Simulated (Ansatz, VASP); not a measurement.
## One calculation of Ge, two programs

File INCAR:

```
PREC     = Accurate       # precision mode
ENCUT    = 520            # plane-wave cutoff, eV
EDIFF    = 1E-6           # SCF threshold, eV
ISMEAR   = 0              # smearing method
SIGMA    = 0.15           # smearing width, eV
LREAL    = False          # projectors in reciprocal space
LASPH    = True           # aspherical terms in the spheres
NELM     = 60             # most SCF steps
ALGO     = Normal         # electronic algorithm
ISIF     = 2              # what is computed and relaxed
LWAVE    = False          # write WAVECAR
LCHARG   = False          # write CHGCAR
GGA      = PS             # functional
NBANDS   = 66             # bands
```

File KPOINTS:

```
regular mesh
0
Gamma
  11 11 3
```

File POSCAR:

```
Ge
1.0
   -2.0020822485     -3.4677081753      0.0000000000
    2.0020822485     -3.4677081753      0.0000000000
    0.0000000000      0.0000000000     16.1450496104
Ge
8
Direct
    0.0000000000      0.0000000000      0.1276701017
    0.0000000000      0.0000000000      0.2794221627
    0.0000000000      0.0000000000      0.5347623661
    0.0000000000      0.0000000000      0.6865144272
    0.6666666667      0.6666666667      0.0766467073
    0.3333333333      0.3333333333      0.3304455571
    0.3333333333      0.3333333333      0.4837389717
    0.6666666667      0.6666666667      0.7375378215
```

Input for Ansatz:

```yaml
crystal:
  lattice:
    - [-2.0020822485, -3.4677081753, 0.0]
    - [2.0020822485, -3.4677081753, 0.0]
    - [0.0, 0.0, 16.1450496104]
  atoms:
    - { symbol: Ge, position: [0.0, 0.0, 0.1276701017] }
    - { symbol: Ge, position: [0.0, 0.0, 0.2794221627] }
    - { symbol: Ge, position: [0.0, 0.0, 0.5347623661] }
    - { symbol: Ge, position: [0.0, 0.0, 0.6865144272] }
    - { symbol: Ge, position: [0.6666666667, 0.6666666667, 0.0766467073] }
    - { symbol: Ge, position: [0.3333333333, 0.3333333333, 0.3304455571] }
    - { symbol: Ge, position: [0.3333333333, 0.3333333333, 0.4837389717] }
    - { symbol: Ge, position: [0.6666666667, 0.6666666667, 0.7375378215] }
basis:
  ecutwfc: 420
kpoints:
  mp_grid: { grid: [11, 11, 3] }
hamiltonian:
  xc: pbesol
scf:
  occupations: { method: gaussian, width: 0.15 }
output:
  forces: true
  stress: true
  eigenvalues: true
```

Alike in both runs: task single point; functional PBEsol; k mesh 11 × 11 × 3; occupations gaussian, width 0.15 eV; no spin polarisation.

|  | VASP | Ansatz |
| --- | --- | --- |
| version | VASP 6.6.1 | Ansatz 0.2.0 |
| potentials or method | VASP PAW PBE potentials, release 64 (Ge_d), cutoff 520 eV | scalar-relativistic, plane waves, PAW |
| valence electrons in the cell | 112 | 112 |

Ansatz gave:

| Item | Value |
| --- | --- |
| gap on the k mesh at the Fermi level (eV) | none |
| pressure (GPa) | 0.3 |
| traceless stress, the component that is largest in VASP (GPa) | 0.19 |
| rms of the force components (eV/Å) | 0.098 |

Question: What did VASP give for the same quantities?

Answer: gap on the k mesh at the Fermi level (eV): none; pressure (GPa): 0.2; traceless stress, the component that is largest in VASP (GPa): 0.19; rms of the force components (eV/Å): 0.099.

VASP's potentials were made for PBE, not for PBEsol. Atom by atom the forces differ by 0.002 eV/Å (rms over components). A gap of «none» marks a metal or a gap that the smearing closes. With one functional, cell and mesh, what is left measures potentials, basis and numerics.
